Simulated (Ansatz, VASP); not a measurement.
**Two plane-wave programs on Rh**

Contents of INCAR:

```
ALGO = Fast ; EDIFF = 1E-7
ENCUT = 520 ; GGA = PS
ISIF = 2 ; ISMEAR = 0
LASPH = T ; LCHARG = F
LREAL = F ; LWAVE = F
NBANDS = 22 ; NELM = 80
PREC = Accurate ; SIGMA = 0.15
```

The input KPOINTS:

```
k-points
0
Gamma
  18 18 12
```

The input POSCAR:

```
Rh
1.0
    2.8129084135      0.0000000000      0.0000000000
   -1.4064542067      2.4360501446      0.0000000000
    0.0000000000      0.0000000000      4.4284890000
Rh
2
Direct
    0.6666666667      0.3333333333      0.7500000000
    0.3333333333      0.6666666667      0.2500000000
```

Input for Ansatz:

```yaml
crystal:
  lattice:
    - [2.8129084135, 0.0, 0.0]
    - [-1.4064542067, 2.4360501446, 0.0]
    - [0.0, 0.0, 4.428489]
  atoms:
    - { symbol: Rh, position: [0.6666666667, 0.3333333333, 0.75] }
    - { symbol: Rh, position: [0.3333333333, 0.6666666667, 0.25] }
basis:
  ecutwfc: 420
kpoints:
  mp_grid: { grid: [18, 18, 12] }
hamiltonian:
  xc: pbesol
scf:
  occupations: { method: gaussian, width: 0.15 }
output:
  forces: true
  stress: true
  eigenvalues: true
```

Change from the starting cell: strain +0.030 along x and y, +0.000 along z, atoms carried along.

Alike in both runs: task single point; functional PBEsol; k mesh 18 × 18 × 12; occupations gaussian, width 0.15 eV; no spin polarisation.

|  | VASP | Ansatz |
| --- | --- | --- |
| version | VASP 6.6.1 | Ansatz 0.2.0 |
| potentials or method | VASP PAW PBE potentials, release 64 (Rh_pv), cutoff 520 eV | scalar-relativistic, plane waves, PAW |
| valence electrons in the cell | 30 | 34 |

Ansatz gave:

| Item | Value |
| --- | --- |
| gap on the k mesh at the Fermi level (eV) | none |
| pressure (GPa) | -24.4 |
| traceless stress, the component that is largest in VASP (GPa) | 2.25 |

Q: Which values does VASP return?

A: gap on the k mesh at the Fermi level (eV): none; pressure (GPa): -24.4; traceless stress, the component that is largest in VASP (GPa): 2.26.

VASP's potentials were made for PBE, not for PBEsol. A gap of «none» marks a metal or a gap that the smearing closes. VASP's potentials hold 30 valence electrons a cell and Ansatz's 34, so a difference there can come from the potentials and not from the codes.
